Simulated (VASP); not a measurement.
# TiC (rocksalt type) (Fm-3m) in VASP: notebook

TiC (rocksalt type) is run at these levels: PBE; tasks: electric field gradients.

Program: VASP 6.6.1. These are calculated values, not measurements. Logs are shortened: lines on timing, memory, paths and dates and some standing lists are left out, and cuts for length are marked.

## (1) The cell of the first run

It takes space group Fm-3m (No. 225, cubic). Conventional cell: a = 4.259 Å, b = 4.259 Å, c = 4.259 Å, α = 90.00°, β = 90.00°, γ = 90.00°. Within 2.8 Å of Ti (site symmetry m-3m) lie 6 C at 2.13 Å. Within 2.8 Å of C (site symmetry m-3m) lie 6 Ti at 2.13 Å.

## (2) Electric field gradients, PBE (volume scaled by 0.95)

Contents of INCAR:

```
PREC     = Accurate       # precision mode
ENCUT    = 520            # plane-wave cutoff, eV
EDIFF    = 1E-8           # SCF threshold, eV
ISMEAR   = -1             # smearing method
SIGMA    = 0.03           # smearing width, eV
LREAL    = False          # projectors in reciprocal space
LASPH    = True           # aspherical terms in the spheres
NELM     = 80             # most SCF steps
ALGO     = Normal         # electronic algorithm
ISIF     = 2              # what is computed and relaxed
LWAVE    = False          # write WAVECAR
LCHARG   = False          # write CHGCAR
GGA      = PE             # functional
LEFG     = True         
NBANDS   = 15             # bands
```

Contents of KPOINTS:

```
Automatic mesh
0
Gamma
  14 14 14
```

Contents of POSCAR:

```
TiC
1.0
    0.0000000000      2.1297216026      2.1297216026
    2.1297216026      0.0000000000      2.1297216026
    2.1297216026      2.1297216026      0.0000000000
Ti C
1 1
Direct
    0.0000000000      0.0000000000      0.0000000000
    0.5000000000      0.5000000000      0.5000000000
```

Potentials or basis: VASP PAW PBE potentials, release 64 (Ti_sv, C).

Run with:

```
$ cat potpaw_PBE.64/Ti_sv/POTCAR potpaw_PBE.64/C/POTCAR > POTCAR
$ mpirun -np 1 vasp_std > vasp.out
```

OUTCAR:

```text
PREC = Accurate
   ENCUT = 520
   EDIFF = 1E-8
   ISMEAR = -1
   LREAL = False
   LASPH = True
   NELM = 80
   ISIF = 2
   GGA = PE

 ion  position               nearest neighbor table
   1  0.000  0.000  0.000-   2 2.13   2 2.13   2 2.13   2 2.13   2 2.13   2 2.13
   2  0.500  0.500  0.500-   1 2.13   1 2.13   1 2.13   1 2.13   1 2.13   1 2.13

  LATTYP: Found a face centered cubic cell.
 ALAT       =     4.2594432052

  Lattice vectors:

 A1 = (   0.0000000000,   2.1297216026,   2.1297216026)
 A2 = (   2.1297216026,   0.0000000000,   2.1297216026)
 A3 = (   2.1297216026,   2.1297216026,   0.0000000000)

Analysis of symmetry for initial positions (statically):
=====================================================================
 Subroutine PRICEL returns:
 Original cell was already a primitive cell.

 Routine SETGRP: Setting up the symmetry group for a
 face centered cubic supercell.

 Subroutine GETGRP returns: Found 48 space group operations
 (whereof 48 operations were pure point group operations)
 out of a pool of 48 trial point group operations.

The static configuration has the point symmetry O_h .

Analysis of symmetry for dynamics (positions and initial velocities):
=====================================================================
 Subroutine PRICEL returns:
 Original cell was already a primitive cell.

 Routine SETGRP: Setting up the symmetry group for a
 face centered cubic supercell.

 Subroutine GETGRP returns: Found 48 space group operations
 (whereof 48 operations were pure point group operations)
 out of a pool of 48 trial point group operations.

The dynamic configuration has the point symmetry O_h .

 Subroutine INISYM returns: Found 48 space group operations
 (whereof 48 operations are pure point group operations),
 and found     1 'primitive' translations

----------------------------------------------------------------------------------------

                                     Primitive cell

  volume of cell :      19.3196

  direct lattice vectors                    reciprocal lattice vectors
     0.000000000  2.129721603  2.129721603    -0.234772470  0.234772470  0.234772470
     2.129721603  0.000000000  2.129721603     0.234772470 -0.234772470  0.234772470
     2.129721603  2.129721603  0.000000000     0.234772470  0.234772470 -0.234772470

  length of vectors
     3.011881174  3.011881174  3.011881174     0.406637845  0.406637845  0.406637845

  position of ions in fractional coordinates (direct lattice)
     0.000000000  0.000000000  0.000000000
     0.500000000  0.500000000  0.500000000

  ion indices of the primitive-cell ions
   primitive index   ion index
                 1           1
                 2           2

----------------------------------------------------------------------------------------

 KPOINTS: Automatic mesh

Automatic generation of k-mesh.
 Grid dimensions read from file:
 generate k-points for:   14   14   14

 Generating k-lattice:

  Cartesian coordinates                     Fractional coordinates (reciprocal lattice)
    -0.016769462  0.016769462  0.016769462     0.071428571  0.000000000  0.000000000
     0.016769462 -0.016769462  0.016769462     0.000000000  0.071428571  0.000000000
     0.016769462  0.016769462 -0.016769462     0.000000000  0.000000000  0.071428571

  Length of vectors
     0.029045560  0.029045560  0.029045560

  Shift w.r.t. Gamma in fractional coordinates (k-lattice)
     0.000000000  0.000000000  0.000000000

 Subroutine IBZKPT returns following result:
 ===========================================

 Found    104 irreducible k-points:

 Following reciprocal coordinates:
            Coordinates               Weight
  0.000000  0.000000  0.000000      1.000000
  0.071429  0.000000  0.000000      8.000000
  0.142857  0.000000  0.000000      8.000000
  0.214286  0.000000  0.000000      8.000000
  0.285714  0.000000  0.000000      8.000000
  0.357143  0.000000  0.000000      8.000000
[... 16 lines left out ...]
  0.214286  0.142857  0.000000     24.000000
  0.285714  0.142857  0.000000     24.000000
 [... further k-points ...]
   k-points           NKPTS =    104   k-points in BZ     NKDIM =    104   number of bands    NBANDS=     15
   number of dos      NEDOS =    301   number of ions     NIONS =      2
   total plane-waves  NPLWV =  13824
   dimension x,y,z NGX =    24 NGY =   24 NGZ =   24
   dimension x,y,z NGXF=    48 NGYF=   48 NGZF=   48
   ions per type =               1   1
   NGX,Y,Z   is equivalent  to a cutoff of  13.25, 13.25, 13.25 a.u.
   NGXF,Y,Z  is equivalent  to a cutoff of  26.49, 26.49, 26.49 a.u.
 SYSTEM =  unknown system
   PREC   = accura    normal or accurate (medium, high low for compatibility)
   ISTART =      0    job   : 0-new  1-cont  2-samecut
   ICHARG =      2    charge: 1-file 2-atom 10-const
   ISPIN  =      1    spin polarized calculation?
   LNONCOLLINEAR =      F non collinear calculations
   LSORBIT =      F    spin-orbit coupling
   LASPH  =      T    aspherical Exc in radial PAW
   ENCUT  =  520.0 eV  38.22 Ry    6.18 a.u.   5.60  5.60  5.60*2*pi/ulx,y,z
   NELM   =     80;   NELMIN=  2; NELMDL= -5     # of ELM steps
   EDIFF  = 0.1E-07   stopping-criterion for ELM
   LREAL  =      F    real-space projection
   EDIFFG = 0.1E-06   stopping-criterion for IOM
   NSW    =      0    number of steps for IOM
   IBRION =     -1    ionic relax: 0-MD 1-quasi-New 2-CG
   NFREE  =      0    steps in history (QN), initial steepest desc. (CG)
   ISIF   =      2    stress and relaxation
   ISYM   =      2    0-nonsym 1-usesym 2-fastsym
   POTIM  = 0.5000    time-step for ionic-motion
   TEBEG  =    0.0;   TEEND  =   0.0 temperature during run
   PSTRESS=    0.0 pullay stress
   NELECT =      16.0000    total number of electrons
   NUPDOWN=      -1.0000    fix difference up-down
   EMIN   =  10.00;   EMAX   =-10.00  energy-range for DOS
   EFERMI =   0.00;   METHOD = LEGACY
   ISMEAR =    -1;   SIGMA  =   0.03  broadening in eV -4-tet -1-fermi 0-gaus
   EFERMI_NEDOS =   21; number of points for ismear=-14 and -15
   IALGO  =     38    algorithm
   IMIX   =      4    mixing-type and parameters
     AMIX     =   0.40;   BMIX     =  1.00
     AMIX_MAG =   1.60;   BMIX_MAG =  1.00
  volume/ion in A,a.u.               =       9.66        65.19
  Fermi-wavevector in a.u.,A,eV,Ry     =   1.537383  2.905232 32.157990  2.363546
  Thomas-Fermi vector in A             =   2.643899
   LORBIT       =      0    0 simple, 1 ext, 2 COOP (PROOUT), +10 PAW based schemes
   GGA     = PE    functional components
   LHFCALC =     F    Hartree Fock is set to
   AEXX    =    0.0000 exact exchange contribution
   IVDW    =     0    specifies the selected vdW correction
   LEPSILON=     F    determine dielectric tensor
   LRPA    =     F    only Hartree local field effects (RPA)
 non-spin polarized calculation
  energy-cutoff  :      520.00
  volume of cell :       19.32
 maximum number of plane-waves:       533
   NGX = 11   NGY = 11   NGZ = 11

 number of electron      16.0000003 magnetization

 Free energy of the ion-electron system (eV)
  ---------------------------------------------------
  ext. energy  EPLUGINS =         0.00000000
  ---------------------------------------------------
  free energy    TOTEN  =       -18.66445059 eV

  energy without entropy =      -18.66358180  energy(sigma->0) =      -18.66401619

 E-fermi :  10.0204     XC(G=0): -12.9602

 val. band max:       10.0167471416   @ k =   0.3571   0.2857   0.0000
 cond. band min:      10.0237427765   @ k =   0.5000   0.5000   0.0000
 fundamental gap:      0.0069956349
 Fermi energy:        10.0204316619

 k-point     1 :       0.0000    0.0000    0.0000
  band No.  band energies     occupation
      1     -46.4286      2.00000
      2     -22.4235      2.00000
      3     -22.4235      2.00000
      4     -22.4235      2.00000
      5      -2.6165      2.00000
      6      10.7250      0.00000
      7      10.7250      0.00000
      8      10.7250      0.00000
      9      11.7580      0.00000
     10      11.7580      0.00000
     11      11.7580      0.00000
     12      11.8362      0.00000
     13      11.8362      0.00000
     14      21.2526      0.00000
     15      24.2474      0.00000
[... 397 lines left out ...]
 k-point    24 :       0.2857    0.1429    0.0000
  band No.  band energies     occupation
      1     -46.3745      2.00000
      2     -22.7181      2.00000
      3     -22.4955      2.00000
      4     -22.4854      2.00000
      5      -1.0809      2.00000
      6       6.7131      2.00000
      7       8.2830      2.00000
      8       8.8482      2.00000
      9      10.8650      0.00000
     10      12.4571      0.00000
     11      13.6359      0.00000
     12      14.8007      0.00000
     13      16.7916      0.00000
     14      22.7285      0.00000
     15      24.8120      0.00000

 [... further k-points ...]
[... 5 lines left out ...]
  --------------------------------------------------------------------------------------
  -------------------------------------------------------------------------------------
  Total        1.7394014      1.7394014      1.7394014      0.0000000     -0.0000000      0.0000000
  in kB      144.2486938    144.2486938    144.2486938      0.0000000     -0.0000000      0.0000000
  external PRESSURE =     144.2486938 kB  Pullay stress =       0.0000000 kB

 VOLUME and BASIS-vectors are now :
 -----------------------------------------------------------------------------
  energy-cutoff  :      520.00
  volume of cell :       19.32
      direct lattice vectors                 reciprocal lattice vectors
     0.000000000  2.129721603  2.129721603    -0.234772470  0.234772470  0.234772470
     2.129721603  0.000000000  2.129721603     0.234772470 -0.234772470  0.234772470
     2.129721603  2.129721603  0.000000000     0.234772470  0.234772470 -0.234772470

 POSITION                                       TOTAL-FORCE (eV/Angst)
 -----------------------------------------------------------------------------------
      0.00000      0.00000      0.00000         0.000000      0.000000      0.000000
      2.12972      2.12972      2.12972         0.000000      0.000000      0.000000
 -----------------------------------------------------------------------------------
    total drift:                                0.000000     -0.000000     -0.000000

  FREE ENERGIE OF THE ION-ELECTRON SYSTEM (eV)
  ---------------------------------------------------
  free  energy   TOTEN  =       -18.6644505890 eV

  energy  without entropy=      -18.6635817953  energy(sigma->0) =      -18.66401619

 Electric field gradients (V/A^2)
---------------------------------------------------------------------
 ion       V_xx      V_yy      V_zz      V_xy      V_xz      V_yz
---------------------------------------------------------------------
   1       0.000    -0.000     0.000     0.001     0.001     0.001
   2      -0.000     0.000    -0.000    -0.000    -0.000    -0.000
---------------------------------------------------------------------

 Electric field gradients after diagonalization (V/A^2)
 (convention: |V_zz| > |V_xx| > |V_yy|)
----------------------------------------------------------------------
 ion       V_xx      V_yy      V_zz     asymmetry (V_yy - V_xx)/ V_zz
----------------------------------------------------------------------
   1      -0.001    -0.001     0.002       0.000
   2       0.000     0.000    -0.000       0.000
----------------------------------------------------------------------

           NMR quadrupolar parameters

 Cq : quadrupolar parameter    Cq=e*Q*V_zz/h
 eta: asymmetry parameters     (V_yy - V_xx)/ V_zz
 Q  : nuclear electric quadrupole moment in mb (millibarn)
----------------------------------------------------------------------
 ion       Cq(MHz)       eta       Q (mb)
----------------------------------------------------------------------
   1       0.000       0.000       1.000
   2      -0.000       0.000       1.000
----------------------------------------------------------------------
```

Run time: 14 s. Hardware: 1 thread of Intel Xeon 6975P-C (Granite Rapids), shared host; peak memory 0.15 GiB.

What came out:

```yaml
Free_energy: -18.6645 eV
Pressure: 14.4 GPa
Band_gap_on_the_k_mesh: zero (band 8 reaches 10.72 eV, above the bottom of band 9 at 9.61 eV)
```

Levels at points of the mesh, in eV from the Fermi level:
```csv
k point,band 4,band 5,band 6,band 7,band 8,band 9,band 10,band 11,band 12,band 13
"(0.00, 0.00, 0.00)",-32.44,-12.64,0.70,0.70,0.70,1.74,1.74,1.74,1.82,1.82
"(0.50, 0.00, 0.00)",-32.50,-8.91,-6.08,-3.06,-3.06,3.11,3.11,4.39,8.50,8.64
"(0.50, 0.50, 0.00)",-32.64,-10.32,-3.47,-1.78,0.00,0.00,2.89,3.76,3.76,6.28
```

Caveat: without QUAD_EFG the Cq values of the log hold for a quadrupole moment of 1 mb, not for the nuclei.

## (3) Electric field gradients, PBE (volume scaled by 0.975)

Contents of INCAR:

```
ALGO     = Normal         # electronic algorithm
EDIFF    = 1E-8           # SCF threshold, eV
ENCUT    = 520            # plane-wave cutoff, eV
GGA      = PE             # functional
ISIF     = 2              # what is computed and relaxed
ISMEAR   = -1             # smearing method
LASPH    = T              # aspherical terms in the spheres
LCHARG   = F              # write CHGCAR
LEFG     = T            
LREAL    = F              # projectors in reciprocal space
LWAVE    = F              # write WAVECAR
NBANDS   = 15             # bands
NELM     = 100            # most SCF steps
PREC     = Accurate       # precision mode
SIGMA    = 0.03           # smearing width, eV
```

Contents of KPOINTS:

```
k-points
0
Gamma
  14 14 14
```

Contents of POSCAR:

```
TiC
1.0
    0.0000000000      2.1482418505      2.1482418505
    2.1482418505      0.0000000000      2.1482418505
    2.1482418505      2.1482418505      0.0000000000
Ti C
1 1
Direct
    0.0000000000      0.0000000000      0.0000000000
    0.5000000000      0.5000000000      0.5000000000
```

Potentials or basis: VASP PAW PBE potentials, release 64 (Ti_sv, C).

Run with:

```
$ cat potpaw_PBE.64/Ti_sv/POTCAR potpaw_PBE.64/C/POTCAR > POTCAR
$ mpirun -np 1 vasp_std > vasp.out
```

OUTCAR:

```text
EDIFF = 1E-8
   ENCUT = 520
   GGA = PE
   ISIF = 2
   ISMEAR = -1
   LASPH = T
   LREAL = F
   NELM = 100
   PREC = Accurate

 ion  position               nearest neighbor table
   1  0.000  0.000  0.000-   2 2.15   2 2.15   2 2.15   2 2.15   2 2.15   2 2.15
   2  0.500  0.500  0.500-   1 2.15   1 2.15   1 2.15   1 2.15   1 2.15   1 2.15

  LATTYP: Found a face centered cubic cell.
 ALAT       =     4.2964837010

  Lattice vectors:

 A1 = (   0.0000000000,   2.1482418505,   2.1482418505)
 A2 = (   2.1482418505,   0.0000000000,   2.1482418505)
 A3 = (   2.1482418505,   2.1482418505,   0.0000000000)

Analysis of symmetry for initial positions (statically):
=====================================================================
 Subroutine PRICEL returns:
 Original cell was already a primitive cell.

 Routine SETGRP: Setting up the symmetry group for a
 face centered cubic supercell.

 Subroutine GETGRP returns: Found 48 space group operations
[... 618 lines left out ...]
  volume of cell :       19.83
      direct lattice vectors                 reciprocal lattice vectors
     0.000000000  2.148241850  2.148241850    -0.232748468  0.232748468  0.232748468
     2.148241850  0.000000000  2.148241850     0.232748468 -0.232748468  0.232748468
     2.148241850  2.148241850  0.000000000     0.232748468  0.232748468 -0.232748468

 POSITION                                       TOTAL-FORCE (eV/Angst)
 -----------------------------------------------------------------------------------
      0.00000      0.00000      0.00000         0.000000      0.000000      0.000000
      2.14824      2.14824      2.14824         0.000000     -0.000000     -0.000000
 -----------------------------------------------------------------------------------
    total drift:                                0.000000     -0.000000     -0.000000

  FREE ENERGIE OF THE ION-ELECTRON SYSTEM (eV)
  ---------------------------------------------------
  free  energy   TOTEN  =       -18.6982601679 eV

  energy  without entropy=      -18.6973800447  energy(sigma->0) =      -18.69782011

 Electric field gradients (V/A^2)
---------------------------------------------------------------------
 ion       V_xx      V_yy      V_zz      V_xy      V_xz      V_yz
---------------------------------------------------------------------
   1      -0.000    -0.000     0.000     0.001     0.001     0.001
   2      -0.000     0.000     0.000    -0.000    -0.000    -0.000
---------------------------------------------------------------------

 Electric field gradients after diagonalization (V/A^2)
 (convention: |V_zz| > |V_xx| > |V_yy|)
----------------------------------------------------------------------
 ion       V_xx      V_yy      V_zz     asymmetry (V_yy - V_xx)/ V_zz
----------------------------------------------------------------------
   1      -0.001    -0.001     0.001       0.000
   2       0.000     0.000    -0.000       0.000
----------------------------------------------------------------------

           NMR quadrupolar parameters

 Cq : quadrupolar parameter    Cq=e*Q*V_zz/h
 eta: asymmetry parameters     (V_yy - V_xx)/ V_zz
 Q  : nuclear electric quadrupole moment in mb (millibarn)
----------------------------------------------------------------------
 ion       Cq(MHz)       eta       Q (mb)
----------------------------------------------------------------------
   1       0.000       0.000       1.000
   2      -0.000       0.000       1.000
----------------------------------------------------------------------
```

It took 14 s on 1 thread of Intel Xeon 6975P-C (Granite Rapids), shared host; peak memory 0.16 GiB.

What came out:

```
Free energy            : -18.6983 eV
Pressure               : 6.9 GPa
Band gap on the k mesh : zero (band 8 reaches 10.40 eV, above the bottom of band 9 at 9.29 eV)
```

Caveat: without QUAD_EFG the Cq values of the log hold for a quadrupole moment of 1 mb, not for the nuclei.

(Continued in part 2 of 2.)
